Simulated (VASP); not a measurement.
Here is a VASP 6.6.1 calculation.

File INCAR:

```
SYSTEM = SrO
ALGO = Normal
EDIFF = 1E-6
ENCUT = 520
GGA = PE
ISIF = 2
ISMEAR = 0
LASPH = .TRUE.
LCHARG = .FALSE.
LREAL = .FALSE.
LWAVE = .FALSE.
NBANDS = 15
NELM = 100
PREC = Accurate
SIGMA = 0.017
```

KPOINTS

```
k-points
0
G
  9 9 9
  0 0 0
```

POSCAR

```
SrO
1.0
    0.0000000000      2.5663000000      2.5663000000
    2.5663000000      0.0000000000      2.5663000000
    2.5663000000      2.5663000000      0.0000000000
Sr O
1 1
Direct
    0.5000000000      0.5000000000      0.5000000000
    0.0000000000      0.0000000000      0.0000000000
```

Potentials or basis: VASP PAW PBE potentials, release 64 (Sr_sv, O).

The run is started by

```console
$ cat potpaw_PBE.64/Sr_sv/POTCAR potpaw_PBE.64/O/POTCAR > POTCAR
$ mpirun -np 1 vasp_std > vasp.out
```

Predict the pressure.

3.9 GPa.

Estimate the band gap on the k mesh.

3.32 eV, indirect (least direct gap 3.41 eV).

A k mesh can miss the band edges. PBE gaps usually lie below the measured ones, often by a third to a half.
